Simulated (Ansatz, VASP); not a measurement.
**Two plane-wave programs on Cu2BrCl**

```
Br Cu Cl
1.0
     1.86780    1.07837    6.08756
    -1.86780    1.07837    6.08756
     0.00000   -2.15675    6.08756
Br Cu Cl
1 2 1
Direct
  0.00000 0.00000 0.00000
  0.75160 0.75160 0.75160
  0.24840 0.24840 0.24840
  0.50000 0.50000 0.50000
```

Alike in both runs: task single point; functional PBE; k mesh 8 × 8 × 8; occupations fermi-dirac, width 0.05 eV; no spin polarisation.

|  | VASP | Ansatz |
| --- | --- | --- |
| version | VASP 6.6.1 | Ansatz 0.2.0 |
| potentials or method | VASP PAW PBE potentials, release 64 (Br, Cu, Cl) | Ansatz PAW |
| plane-wave cutoff (eV) | 520 | 420 |
| valence electrons in the cell | 36 | 52 |

|  | VASP | Ansatz | Ansatz less VASP |
| --- | --- | --- | --- |
| gap on the k mesh at the Fermi level (eV) | none | none | - |
| pressure (GPa) | 0.1 | 0.0 | -0.07 |
| traceless stress, the component that is largest in VASP (GPa) | -0.07 | -0.07 | -0.002 |
| rms of the force components (eV/Å) | 0.038 | 0.039 | +0.0004 |

Atom by atom the forces differ by 0.000 eV/Å (rms over components). A gap of «none» marks a metal or a gap that the smearing closes. VASP's potentials hold 36 valence electrons a cell and Ansatz's 52, so a difference there can come from the potentials and not from the codes.
